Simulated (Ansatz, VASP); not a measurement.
# Two plane-wave programs on CaO

```
CELL_PARAMETERS angstrom
3.41144 0.00000 0.00000
-1.70572 2.95439 0.00000
0.00000 0.00000 5.98239
ATOMIC_POSITIONS crystal
Ca 0.00000 0.00000 0.00000
Ca 0.00000 0.00000 0.50000
O 0.33333 0.66667 0.25000
O 0.66667 0.33333 0.75000
```

Alike in both runs: task single point; functional PBE; k mesh 9 × 9 × 4; no spin polarisation.

```csv
,VASP,Ansatz
version,VASP 6.6.1,Ansatz 0.2.0
potentials or method,"VASP PAW PBE potentials, release 64 (Ca_sv, O)","plane waves, PAW"
plane-wave cutoff (eV),520,420
occupations,"gaussian, width 0.01 eV",fixed
valence electrons in the cell,32,32
```

VASP gave:

```
gap on the k mesh at the Fermi level (eV)                     : 3.64
pressure (GPa)                                                : -4.8
traceless stress, the component that is largest in VASP (GPa) : -0.26
```

**Question.** What did Ansatz give for the same quantities?

**Answer.** gap on the k mesh at the Fermi level (eV): 3.65; pressure (GPa): -5.2; traceless stress, the component that is largest in VASP (GPa): -0.34.
